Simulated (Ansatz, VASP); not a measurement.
## V in VASP and in Ansatz

```
V
1.0
     0.00000    1.79029    1.79029
     1.79029    0.00000    1.79029
     1.79029    1.79029    0.00000
V
1
Direct
  0.00000 0.00000 0.00000
```

Alike in both runs: task relaxation of cell and atoms; functional PBE; k mesh 19 × 19 × 19; occupations fermi-dirac, width 0.05 eV; collinear spin.

```csv
,VASP,Ansatz
version,VASP 6.6.1,Ansatz 0.2.0
potentials or method,"VASP PAW PBE potentials, release 64 (V_sv)","PAW with Ansatz's default frozen-core files, scalar-relativistic"
plane-wave cutoff (eV),600,420
valence electrons in the cell,13,13
```

VASP gave:

| Item | Value |
| --- | --- |
| net moment per atom (μB) | 0.00 |
| relaxed volume (Å³/atom) | 13.92 |
| relaxed cell length with the largest relative difference (Å) | 2.700 |

Q: Estimate Ansatz's values.

A: net moment per atom (μB): 0.00; relaxed volume (Å³/atom): 13.90; relaxed cell length with the largest relative difference (Å): 2.699.

Ansatz's warnings: seeded moment not kept.

Noted on VASP's run: the volume moved by over 15 % at a fixed basis, so the end points are rough.
